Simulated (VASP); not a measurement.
**CoC18: single point with PBEsol**

System: CoC18, a slab with vacuum.

```xyz
19
Lattice="7.3980 0.0000 0.0000 -3.6990 6.4069 0.0000 0.0000 0.0000 12.0000" Properties=species:S:1:pos:R:3 pbc="T T T"
C     0.0064   -0.0481    1.0489
C     1.2356    0.6625    1.0489
C    -1.2265    2.0928    0.9942
C     0.0049    2.7984    1.0005
C    -2.4619    4.2228    1.0005
C    -1.2306    4.9284    0.9942
C     2.4583   -0.0558    1.0290
C     3.6958    0.6676    0.9670
C     1.2382    2.0864    1.0278
C     2.4700    2.8006    1.0473
C     0.0004    4.2177    0.9936
C     1.2374    4.9201    1.0275
C     4.9442   -0.0532    0.9669
C     6.1817    0.6702    1.0290
C     3.7035    2.1011    1.0275
C     4.9405    2.8035    0.9936
C     2.4709    4.2206    1.0473
C     3.7027    4.9348    1.0278
Co    0.6210    6.7140    2.7283
```

```json
{"Program": "VASP 6.6.1", "Task": "single point", "Functional": "PBEsol", "Potentials or basis": "VASP PAW PBE potentials, release 64 (C, Co)", "Cutoff": "520 eV", "k mesh": "2 × 2 × 1", "Occupations": "gaussian, width 0.02 eV", "Spin": "collinear spin, ferromagnetic start", "Starting moments": "[0.0, 0.0, 0.0, 0.0, 0.0, 0.0, 0.0, 0.0, 0.0, 0.0, 0.0, 0.0, 0.0, 0.0, 0.0, 0.0, 0.0, 0.0, 1.1] μB", "Dipole correction": "no", "Further INCAR settings": "LREAL = Auto; ALGO = Normal; EDIFF = 1e-06; NBANDS = 60"}
```

| Quantity | Value |
| --- | --- |
| Largest force | 0.142 eV/Å |
| Band gap on the k mesh | 0.11 eV |
| Net moment | 1.00 μB per cell |
| Site moments | C +0.01, +0.00, -0.01, -0.02 (each value once); Co +1.06 μB |
| Valence electrons inside the program's atomic spheres | C 2.65, 2.64 (each value once); Co 8.18 |

Forces in eV/Å, atoms in the order of the input:
```
C   -0.002  0.000 -0.008
C    0.003  0.002 -0.010
C    0.001  0.002 -0.007
C    0.006 -0.006 -0.010
C   -0.005  0.002 -0.010
C    0.005 -0.001 -0.004
C   -0.004 -0.002  0.002
C   -0.025  0.014 -0.024
C   -0.007 -0.001 -0.010
C    0.002 -0.004 -0.008
C   -0.003  0.012 -0.007
C    0.002 -0.005 -0.004
C    0.021 -0.015 -0.027
C    0.010  0.006  0.003
C    0.001  0.003  0.006
C   -0.003 -0.003 -0.005
C    0.001  0.004 -0.009
C    0.000 -0.007 -0.010
Co   0.000 -0.001  0.142
```

Levels at points of the mesh, in eV from the valence-band top:
Spin up:
```tsv
k point	band 39	band 40	band 41	band 42	band 43	band 44
(0.00, 0.00, 0.00)	-1.07	-0.13	0.00	0.11	0.22	0.62
(0.50, 0.00, 0.00)	-1.14	-1.01	-0.86	0.65	1.40	2.28
(0.00, 0.50, 0.00)	-1.14	-1.01	-0.86	0.65	1.40	2.28
(0.50, 0.50, 0.00)	-1.08	-1.03	-1.00	0.63	1.56	2.13
```
Spin down:
```csv
k point,band 37,band 38,band 39,band 40,band 41,band 42,band 43,band 44
"(0.00, 0.00, 0.00)",-0.57,-0.54,-0.54,-0.02,0.30,0.46,0.69,0.88
"(0.50, 0.00, 0.00)",-0.71,-0.56,-0.41,-0.26,0.24,0.82,1.45,2.33
"(0.00, 0.50, 0.00)",-0.71,-0.56,-0.41,-0.26,0.24,0.82,1.45,2.32
"(0.50, 0.50, 0.00)",-0.61,-0.50,-0.46,-0.42,0.39,0.77,1.63,2.17
```

Run time: 7.5 min on 1 thread of Intel(R) Xeon(R) 6975P-C (Granite Rapids) (shared host), peak memory 0.88 GiB.

Caveat: the k points lie up to 0.49 Å⁻¹ apart; there is no dipole correction, which matters where the two faces differ; the PAW data sets were made with another functional, which shifts forces and pressure a little.
